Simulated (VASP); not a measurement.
Write the native input for VASP 6.6.1 that does the following.

```
Task                   : single point
Functional             : LDA
Potentials or basis    : VASP PAW LDA potentials, release 64 (Y_sv, Sn_d)
Cutoff                 : 520 eV
k mesh                 : 5 × 5 × 5
Occupations            : fermi-dirac, width 0.01 eV
Spin                   : no spin polarisation
Dipole correction      : no
Further INCAR settings : ALGO = Normal; EDIFF = 1e-06; NBANDS = 34
```

The structure of YSn3 lies in POSCAR:

```
YSn3
1.0
    0.0000000000      3.9678838309      3.9678838309
    3.9678838309      0.0000000000      3.9678838309
    3.9678838309      3.9678838309      0.0000000000
Y Sn
1 3
Direct
    0.0000000000      0.0000000000      0.0000000000
    0.5000000000      0.5000000000      0.5000000000
    0.2500000000      0.2500000000      0.2500000000
    0.7500000000      0.7500000000      0.7500000000
```

The input as run:

INCAR

```
PREC = Accurate ; ENCUT = 520
EDIFF = 1E-6 ; ISMEAR = -1
SIGMA = 0.01 ; LREAL = False
LASPH = True ; NELM = 100
ALGO = Normal ; ISIF = 2
LWAVE = False ; LCHARG = False
GGA = CA ; NBANDS = 34
```

KPOINTS

```
regular mesh
0
Gamma
  5 5 5
```

Potentials or basis: VASP PAW LDA potentials, release 64 (Y_sv, Sn_d).

Run with:

```bash
$ cat potpaw_LDA.64/Y_sv/POTCAR potpaw_LDA.64/Sn_d/POTCAR > POTCAR
$ mpirun -np 1 vasp_std > vasp.out
```

Results of the run:

```yaml
Pressure: -7.8 GPa
Band_gap_on_the_k_mesh: zero (an odd number of electrons rules out a gap without spin polarisation)
```

Caveat: the cell stands under tension; spin-orbit coupling is left out, which moves the levels of the heavy elements.

Wall time 120 s on 1 thread of Intel Xeon 8259CL, on a shared host, peak memory 0.24 GiB.
